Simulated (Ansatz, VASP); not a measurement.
**Two plane-wave programs on Sr**

```
CELL_PARAMETERS angstrom
-2.42500 2.69781 2.42500
2.42500 -2.69781 2.42500
2.42500 2.69781 -2.42500
ATOMIC_POSITIONS crystal
Sr 0.00000 0.00000 0.00000
```

Change from the starting cell: strain +0.1125 x Voigt [0, 1, 0, 0, 0, 0], atoms carried along.

Alike in both runs: task single point; functional LDA; k mesh 14 × 14 × 14; occupations gaussian, width 0.15 eV; no spin polarisation.

|  | VASP | Ansatz |
| --- | --- | --- |
| version | VASP 6.6.1 | Ansatz 0.2.0 |
| potentials or method | VASP PAW LDA potentials, release 64 (Sr_sv), cutoff 520 eV | scalar-relativistic, plane waves, PAW |
| valence electrons in the cell | 10 | 10 |

```csv
,VASP,Ansatz,Ansatz less VASP
gap on the k mesh at the Fermi level (eV),none,none,-
pressure (GPa),-2.4,-2.3,+0.01
"traceless stress, the component that is largest in VASP (GPa)",0.08,0.09,+0.004
```

LDA's correlation is that of Perdew and Zunger in VASP and of Perdew and Wang (1992) in Ansatz. A gap of «none» marks a metal or a gap that the smearing closes.
